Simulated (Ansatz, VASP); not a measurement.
# Ca3Nb: VASP beside Ansatz

```
Ca Nb
1.0
     4.99552    0.00000    0.00000
     0.00000    4.99552    0.00000
     0.00000    0.00000    4.99552
Ca Nb
3 1
Direct
  0.00000 0.50000 0.50000
  0.50000 0.00000 0.50000
  0.50000 0.50000 0.00000
  0.00000 0.00000 0.00000
```

Alike in both runs: functional PBE; k mesh 10 × 10 × 10; occupations gaussian, width 0.1 eV; no spin polarisation.

Ansatz relaxed the structure, and its values are those at the end. VASP's run is a single point on that final structure, the one shown.

|  | VASP | Ansatz |
| --- | --- | --- |
| version | VASP 6.6.1 | Ansatz 0.2.0 |
| potentials or method | VASP PAW PBE potentials, release 64 (Ca_sv, Nb_sv), cutoff 520 eV | scalar-relativistic, plane waves, PAW |
| valence electrons in the cell | 43 | 43 |

|  | VASP | Ansatz | Ansatz less VASP |
| --- | --- | --- | --- |
| gap on the k mesh at the Fermi level (eV) | none | none | - |
| pressure (GPa) | 0.0 | 0.0 | -0.01 |

A gap of «none» marks a metal or a gap that the smearing closes. With one functional, cell and mesh, what is left measures potentials, basis and numerics.
